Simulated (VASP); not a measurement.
# C (I4_1/amd) in VASP: a series of runs

The runs below take C through electric field gradients, with LDA.

All numbers are computed with VASP 6.6.1; they aren't measurements. Logs are shortened: lines on timing, memory, paths and dates and some standing lists are left out, and cuts for length are marked.

### 1 The cell of the first run

The structure is tetragonal, space group I4_1/amd (No. 141). Conventional cell: a = 2.446 Å, b = 2.446 Å, c = 3.567 Å, α = 90.00°, β = 90.00°, γ = 90.00°. Within 2.0 Å of C (site symmetry -4m2) lie 4 C at 1.51 Å.

### 2 Electric field gradients, LDA (equal xx and yy strain of -3 %)

Contents of INCAR:

```
SYSTEM = C
ALGO     = Normal         ! electronic algorithm
EDIFF    = 1E-8           ! SCF threshold, eV
ENCUT    = 520            ! plane-wave cutoff, eV
GGA      = CA             ! functional
ISIF     = 2              ! what is computed and relaxed
ISMEAR   = -1             ! smearing method
LASPH    = .True.         ! aspherical terms in the spheres
LCHARG   = .False.        ! write CHGCAR
LEFG     = .True.       
LREAL    = .False.        ! projectors in reciprocal space
LWAVE    = .False.        ! write WAVECAR
NBANDS   = 11             ! bands
NELM     = 100            ! most SCF steps
PREC     = Accurate       ! precision mode
SIGMA    = 0.08           ! smearing width, eV
```

Contents of KPOINTS:

```
k-points
0
Gamma
  20 20 20
  0 0 0
```

Contents of POSCAR:

```
C
1.0
    0.0000000000      1.7298980000      1.7834000000
    1.7298980000      0.0000000000      1.7834000000
    1.7298980000      1.7298980000      0.0000000000
C
2
Direct
    0.5000000000      0.5000000000      0.5000000000
    0.7500000000      0.7500000000      0.7500000000
```

Potentials or basis: VASP PAW LDA potentials, release 64 (C).

Run with:

```console
cat potpaw_LDA.64/C/POTCAR > POTCAR
mpirun -np 1 vasp_std > vasp.out
```

OUTCAR:

```text
SYSTEM = C
   EDIFF = 1E-8
   ENCUT = 520
   GGA = CA
   ISIF = 2
   ISMEAR = -1
   LASPH = .True.
   LREAL = .False.
   NELM = 100
   PREC = Accurate

 ion  position               nearest neighbor table
   1  0.500  0.500  0.500-   2 1.51   2 1.51   2 1.51   2 1.51
   2  0.750  0.750  0.750-   1 1.51   1 1.51   1 1.51   1 1.51

  LATTYP: Found a body centered tetragonal cell.
 ALAT       =     2.4464452131
 C/A-ratio  =     1.4579521262

  Lattice vectors:

 A1 = (  -1.7298980000,   0.0000000000,   1.7834000000)
 A2 = (   1.7298980000,   0.0000000000,   1.7834000000)
 A3 = (   0.0000000000,   1.7298980000,  -1.7834000000)

Analysis of symmetry for initial positions (statically):
=====================================================================
 Subroutine PRICEL returns:
 Original cell was already a primitive cell.

 Routine SETGRP: Setting up the symmetry group for a
 body centered tetragonal supercell.

 Subroutine GETGRP returns: Found 16 space group operations
 (whereof  8 operations were pure point group operations)
 out of a pool of 16 trial point group operations.

The static configuration has the point symmetry D_2d.
 The point group associated with its full space group is D_4h.

Analysis of symmetry for dynamics (positions and initial velocities):
=====================================================================
 Subroutine PRICEL returns:
 Original cell was already a primitive cell.

 Routine SETGRP: Setting up the symmetry group for a
 body centered tetragonal supercell.

 Subroutine GETGRP returns: Found 16 space group operations
 (whereof  8 operations were pure point group operations)
 out of a pool of 16 trial point group operations.

The dynamic configuration has the point symmetry D_2d.
 The point group associated with its full space group is D_4h.

 Subroutine INISYM returns: Found 16 space group operations
 (whereof  8 operations are pure point group operations),
 and found     1 'primitive' translations

----------------------------------------------------------------------------------------

                                     Primitive cell

  volume of cell :      10.6738

  direct lattice vectors                    reciprocal lattice vectors
     0.000000000  1.729898000  1.783400000    -0.289034382  0.289034382  0.280363351
     1.729898000  0.000000000  1.783400000     0.289034382 -0.289034382  0.280363351
     1.729898000  1.729898000  0.000000000     0.289034382  0.289034382 -0.280363351

  length of vectors
     2.484564882  2.484564882  2.446445213     0.495666578  0.495666578  0.495666578

  position of ions in fractional coordinates (direct lattice)
     0.500000000  0.500000000  0.500000000
     0.750000000  0.750000000  0.750000000

  ion indices of the primitive-cell ions
   primitive index   ion index
                 1           1
                 2           2

----------------------------------------------------------------------------------------

 KPOINTS: k-points

Automatic generation of k-mesh.
 Grid dimensions read from file:
 generate k-points for:   20   20   20

 Generating k-lattice:

  Cartesian coordinates                     Fractional coordinates (reciprocal lattice)
    -0.014451719  0.014451719  0.014018168     0.050000000  0.000000000  0.000000000
     0.014451719 -0.014451719  0.014018168     0.000000000  0.050000000  0.000000000
     0.014451719  0.014451719 -0.014018168    -0.000000000 -0.000000000  0.050000000

  Length of vectors
     0.024783329  0.024783329  0.024783329

  Shift w.r.t. Gamma in fractional coordinates (k-lattice)
     0.000000000  0.000000000  0.000000000

 Subroutine IBZKPT returns following result:
 ===========================================

 Found    641 irreducible k-points:

 Following reciprocal coordinates:
            Coordinates               Weight
  0.000000  0.000000  0.000000      1.000000
  0.050000  0.000000  0.000000      8.000000
  0.100000  0.000000  0.000000      8.000000
  0.150000  0.000000  0.000000      8.000000
  0.200000  0.000000  0.000000      8.000000
  0.250000  0.000000  0.000000      8.000000
[... 16 lines left out ...]
 -0.400000  0.050000  0.000000      8.000000
 -0.350000  0.050000  0.000000      8.000000
 [... further k-points ...]
   k-points           NKPTS =    641   k-points in BZ     NKDIM =    641   number of bands    NBANDS=     11
   number of dos      NEDOS =    301   number of ions     NIONS =      2
   total plane-waves  NPLWV =   5832
   dimension x,y,z NGX =    18 NGY =   18 NGZ =   18
   dimension x,y,z NGXF=    36 NGYF=   36 NGZF=   36
   ions per type =               2
   NGX,Y,Z   is equivalent  to a cutoff of  12.04, 12.04, 12.23 a.u.
   NGXF,Y,Z  is equivalent  to a cutoff of  24.09, 24.09, 24.46 a.u.
 SYSTEM =  C
   PREC   = accura    normal or accurate (medium, high low for compatibility)
   ISTART =      0    job   : 0-new  1-cont  2-samecut
   ICHARG =      2    charge: 1-file 2-atom 10-const
   ISPIN  =      1    spin polarized calculation?
   LNONCOLLINEAR =      F non collinear calculations
   LSORBIT =      F    spin-orbit coupling
   LASPH  =      T    aspherical Exc in radial PAW
   ENCUT  =  520.0 eV  38.22 Ry    6.18 a.u.   4.62  4.62  4.55*2*pi/ulx,y,z
   NELM   =    100;   NELMIN=  2; NELMDL= -5     # of ELM steps
   EDIFF  = 0.1E-07   stopping-criterion for ELM
   LREAL  =      F    real-space projection
   EDIFFG = 0.1E-06   stopping-criterion for IOM
   NSW    =      0    number of steps for IOM
   IBRION =     -1    ionic relax: 0-MD 1-quasi-New 2-CG
   NFREE  =      0    steps in history (QN), initial steepest desc. (CG)
   ISIF   =      2    stress and relaxation
   ISYM   =      2    0-nonsym 1-usesym 2-fastsym
   POTIM  = 0.5000    time-step for ionic-motion
   TEBEG  =    0.0;   TEEND  =   0.0 temperature during run
   PSTRESS=    0.0 pullay stress
   NELECT =       8.0000    total number of electrons
   NUPDOWN=      -1.0000    fix difference up-down
   EMIN   =  10.00;   EMAX   =-10.00  energy-range for DOS
   EFERMI =   0.00;   METHOD = LEGACY
   ISMEAR =    -1;   SIGMA  =   0.08  broadening in eV -4-tet -1-fermi 0-gaus
   EFERMI_NEDOS =   21; number of points for ismear=-14 and -15
   IALGO  =     38    algorithm
   IMIX   =      4    mixing-type and parameters
     AMIX     =   0.40;   BMIX     =  1.00
     AMIX_MAG =   1.60;   BMIX_MAG =  1.00
  volume/ion in A,a.u.               =       5.34        36.02
  Fermi-wavevector in a.u.,A,eV,Ry     =   1.487071  2.810156 30.087636  2.211379
  Thomas-Fermi vector in A             =   2.600277
   LORBIT       =      0    0 simple, 1 ext, 2 COOP (PROOUT), +10 PAW based schemes
   GGA     = CA    functional components
   LHFCALC =     F    Hartree Fock is set to
   AEXX    =    0.0000 exact exchange contribution
   IVDW    =     0    specifies the selected vdW correction
   LEPSILON=     F    determine dielectric tensor
   LRPA    =     F    only Hartree local field effects (RPA)
 non-spin polarized calculation
  energy-cutoff  :      520.00
  volume of cell :       10.67
 maximum number of plane-waves:       302
   NGX =  9   NGY =  9   NGZ =  9

 number of electron       8.0000001 magnetization

 Free energy of the ion-electron system (eV)
  ---------------------------------------------------
  ext. energy  EPLUGINS =         0.00000000
  ---------------------------------------------------
  free energy    TOTEN  =       -20.20419228 eV

  energy without entropy =      -20.20419228  energy(sigma->0) =      -20.20419228

 E-fermi :  12.1709     XC(G=0): -13.7972

 val. band max:       10.8015215408   @ k =   0.0000   0.0000   0.0000
 cond. band min:      14.6516680664   @ k =   0.3500   0.0000   0.3500
 fundamental gap:      3.8501465255
 Fermi energy:        12.1708713699

 k-point     1 :       0.0000    0.0000    0.0000
  band No.  band energies     occupation
      1     -11.5105      2.00000
      2      10.3059      2.00000
      3      10.8015      2.00000
      4      10.8015      2.00000
      5      16.2335      0.00000
      6      16.2335      0.00000
      7      16.6147      0.00000
      8      25.5948      0.00000
      9      30.4694      0.00000
     10      36.9806      0.00000
     11      37.5234      0.00000
[... 309 lines left out ...]
 k-point    24 :      -0.3500    0.0500    0.0000
  band No.  band energies     occupation
      1      -7.6291      2.00000
      2      -0.1630      2.00000
      3       7.2033      2.00000
      4       8.4502      2.00000
      5      19.1977      0.00000
      6      19.1995      0.00000
      7      20.5634      0.00000
      8      26.3802      0.00000
      9      32.2678      0.00000
     10      34.0541      0.00000
     11      36.1241      0.00000

 [... further k-points ...]
[... 5 lines left out ...]
  --------------------------------------------------------------------------------------
  -------------------------------------------------------------------------------------
  Total        1.8385661      1.8385661     -0.2246859      0.0000000     -0.0000000      0.0000000
  in kB      275.9752072    275.9752072    -33.7261401      0.0000000     -0.0000000      0.0000000
  external PRESSURE =     172.7414248 kB  Pullay stress =       0.0000000 kB

 VOLUME and BASIS-vectors are now :
 -----------------------------------------------------------------------------
  energy-cutoff  :      520.00
  volume of cell :       10.67
      direct lattice vectors                 reciprocal lattice vectors
     0.000000000  1.729898000  1.783400000    -0.289034382  0.289034382  0.280363351
     1.729898000  0.000000000  1.783400000     0.289034382 -0.289034382  0.280363351
     1.729898000  1.729898000  0.000000000     0.289034382  0.289034382 -0.280363351

 POSITION                                       TOTAL-FORCE (eV/Angst)
 -----------------------------------------------------------------------------------
      1.72990      1.72990      1.78340         0.000000      0.000000      0.000000
      2.59485      2.59485      2.67510        -0.000000     -0.000000      0.000000
 -----------------------------------------------------------------------------------
    total drift:                                0.000000     -0.000000      0.000000

  FREE ENERGIE OF THE ION-ELECTRON SYSTEM (eV)
  ---------------------------------------------------
  free  energy   TOTEN  =       -20.2041922773 eV

  energy  without entropy=      -20.2041922772  energy(sigma->0) =      -20.20419228

 Electric field gradients (V/A^2)
---------------------------------------------------------------------
 ion       V_xx      V_yy      V_zz      V_xy      V_xz      V_yz
---------------------------------------------------------------------
   1      -0.644    -0.644     1.288     0.001     0.000     0.000
   2      -0.644    -0.644     1.288     0.001     0.000     0.000
---------------------------------------------------------------------

 Electric field gradients after diagonalization (V/A^2)
 (convention: |V_zz| > |V_xx| > |V_yy|)
----------------------------------------------------------------------
 ion       V_xx      V_yy      V_zz     asymmetry (V_yy - V_xx)/ V_zz
----------------------------------------------------------------------
   1      -0.645    -0.643     1.288       0.001
   2      -0.645    -0.643     1.288       0.001
----------------------------------------------------------------------

           NMR quadrupolar parameters

 Cq : quadrupolar parameter    Cq=e*Q*V_zz/h
 eta: asymmetry parameters     (V_yy - V_xx)/ V_zz
 Q  : nuclear electric quadrupole moment in mb (millibarn)
----------------------------------------------------------------------
 ion       Cq(MHz)       eta       Q (mb)
----------------------------------------------------------------------
   1       0.003       0.001       1.000
   2       0.003       0.001       1.000
----------------------------------------------------------------------
```

Wall time 73 s (1 thread of Intel Xeon 8259CL, shared host); peak memory 0.16 GiB.

What came out:

* Free energy: -20.2042 eV
* Pressure: 17.3 GPa
* Band gap on the k mesh: 3.85 eV (least direct gap 5.43 eV)
* Largest electric field gradient by atom: C +1.3 V/Å²

Electric field gradients, principal values (V/Å²):
| atom | least | middle | greatest (by size) |
| --- | --- | --- | --- |
| 1 C | -0.643 | -0.645 | 1.288 |
| 2 C | -0.643 | -0.645 | 1.288 |

Caveat: the cell differs from its parent crystal (equal xx and yy strain of -3 %); the cell stands under pressure; without QUAD_EFG the Cq values of the log hold for a quadrupole moment of 1 mb, not for the nuclei.

### 3 Electric field gradients, LDA (zz strain of -2 %)

Contents of INCAR:

```
PREC     = Accurate       # precision mode
ENCUT    = 520            # plane-wave cutoff, eV
EDIFF    = 1E-8           # SCF threshold, eV
ISMEAR   = -1             # smearing method
SIGMA    = 0.08           # smearing width, eV
LREAL    = False          # projectors in reciprocal space
LASPH    = True           # aspherical terms in the spheres
NELM     = 60             # most SCF steps
ALGO     = Normal         # electronic algorithm
ISIF     = 2              # what is computed and relaxed
LWAVE    = False          # write WAVECAR
LCHARG   = False          # write CHGCAR
GGA      = CA             # functional
LEFG     = True         
NBANDS   = 11             # bands
```

Contents of KPOINTS:

```
regular mesh
0
Gamma
  20 20 20
```

Contents of POSCAR:

```
C
1.0
    0.0000000000      1.7834000000      1.7477320000
    1.7834000000      0.0000000000      1.7477320000
    1.7834000000      1.7834000000      0.0000000000
C
2
Direct
    0.5000000000      0.5000000000      0.5000000000
    0.7500000000      0.7500000000      0.7500000000
```

Potentials or basis: VASP PAW LDA potentials, release 64 (C).

Run with:

```console
cat potpaw_LDA.64/C/POTCAR > POTCAR
mpirun -np 1 vasp_std > vasp.out
```

OUTCAR:

```text
PREC = Accurate
   ENCUT = 520
   EDIFF = 1E-8
   ISMEAR = -1
   LREAL = False
   LASPH = True
   NELM = 60
   ISIF = 2
   GGA = CA

 ion  position               nearest neighbor table
   1  0.500  0.500  0.500-   2 1.53   2 1.53   2 1.53   2 1.53
   2  0.750  0.750  0.750-   1 1.53   1 1.53   1 1.53   1 1.53

  LATTYP: Found a body centered tetragonal cell.
 ALAT       =     2.5221084671
 C/A-ratio  =     1.3859292911

  Lattice vectors:

 A1 = (   0.0000000000,  -1.7834000000,  -1.7477320000)
[... 550 lines left out ...]
  ---------------------------------------------------
  free  energy   TOTEN  =       -20.2362654160 eV

  energy  without entropy=      -20.2362654160  energy(sigma->0) =      -20.23626542

 Electric field gradients (V/A^2)
---------------------------------------------------------------------
 ion       V_xx      V_yy      V_zz      V_xy      V_xz      V_yz
---------------------------------------------------------------------
   1       0.379     0.379    -0.759    -0.000    -0.000    -0.000
   2       0.379     0.379    -0.759    -0.000    -0.000    -0.000
---------------------------------------------------------------------

 Electric field gradients after diagonalization (V/A^2)
 (convention: |V_zz| > |V_xx| > |V_yy|)
----------------------------------------------------------------------
 ion       V_xx      V_yy      V_zz     asymmetry (V_yy - V_xx)/ V_zz
----------------------------------------------------------------------
   1       0.379     0.379    -0.759       0.000
   2       0.379     0.379    -0.759       0.000
----------------------------------------------------------------------

           NMR quadrupolar parameters

 Cq : quadrupolar parameter    Cq=e*Q*V_zz/h
 eta: asymmetry parameters     (V_yy - V_xx)/ V_zz
 Q  : nuclear electric quadrupole moment in mb (millibarn)
----------------------------------------------------------------------
 ion       Cq(MHz)       eta       Q (mb)
----------------------------------------------------------------------
   1      -0.002       0.000       1.000
   2      -0.002       0.000       1.000
----------------------------------------------------------------------
```

OSZICAR:

```text
N       E                     dE             d eps       ncg     rms          rms(c)
DAV:   1    -0.141206707019E+01   -0.14121E+01   -0.47641E+03 14888   0.698E+02
DAV:   2    -0.207231110366E+02   -0.19311E+02   -0.18730E+02 18402   0.128E+02
DAV:   3    -0.210818780881E+02   -0.35877E+00   -0.35798E+00 16373   0.132E+01
DAV:   4    -0.210825027873E+02   -0.62470E-03   -0.62469E-03 15153   0.703E-01
DAV:   5    -0.210825036372E+02   -0.84983E-06   -0.84964E-06 16227   0.240E-02    0.584E+00
DAV:   6    -0.204548995021E+02    0.62760E+00   -0.33474E-01 14492   0.403E+00    0.339E+00
DAV:   7    -0.202363932197E+02    0.21851E+00   -0.39753E-01 15450   0.440E+00    0.746E-01
DAV:   8    -0.202362795184E+02    0.11370E-03   -0.97116E-03 14972   0.814E-01    0.291E-02
DAV:   9    -0.202362638141E+02    0.15704E-04   -0.37454E-05 16101   0.475E-02    0.207E-02
DAV:  10    -0.202362654893E+02   -0.16753E-05   -0.22350E-06 15500   0.123E-02    0.491E-03
DAV:  11    -0.202362654242E+02    0.65198E-07   -0.95946E-08 15605   0.232E-03    0.599E-04
DAV:  12    -0.202362654160E+02    0.81140E-08   -0.18277E-09  9031   0.390E-04
   1 F= -.20236265E+02 E0= -.20236265E+02  d E =-.370913E-10
```

It took 78 s on 1 thread of Intel Xeon 8259CL, shared host; peak memory 0.17 GiB.

What came out:

```yaml
Free_energy: -20.2363 eV
Pressure: -2.8 GPa
Band_gap_on_the_k_mesh: 3.63 eV (least direct gap 5.24 eV)
Largest_electric_field_gradient_by_atom: C -0.8 V/Å²
```

Levels at points of the mesh, in eV from the valence-band top:
| k point | band 1 | band 2 | band 3 | band 4 | band 5 | band 6 | band 7 | band 8 | band 9 |
| --- | --- | --- | --- | --- | --- | --- | --- | --- | --- |
| (0.00, 0.00, 0.00) | -21.79 | -0.30 | -0.30 | 0.00 | 5.24 | 5.48 | 5.48 | 13.81 | 19.07 |
| (0.50, 0.00, 0.00) | -15.83 | -13.78 | -3.22 | -2.86 | 8.18 | 8.20 | 9.25 | 15.39 | 21.61 |
| (0.50, 0.50, 0.00) | -12.73 | -12.73 | -6.81 | -6.81 | 4.23 | 4.23 | 16.80 | 16.80 | 23.30 |
| (0.50, 0.00, 0.50) | -13.06 | -13.06 | -6.51 | -6.51 | 4.71 | 4.71 | 16.68 | 16.68 | 22.99 |

Electric field gradients, principal values (V/Å²):
| atom | least | middle | greatest (by size) |
| --- | --- | --- | --- |
| 1 C | 0.379 | 0.379 | -0.759 |
| 2 C | 0.379 | 0.379 | -0.759 |

Caveat: the cell differs from its parent crystal (zz strain of -2 %); without QUAD_EFG the Cq values of the log hold for a quadrupole moment of 1 mb, not for the nuclei.

(Continued in part 2 of 2.)
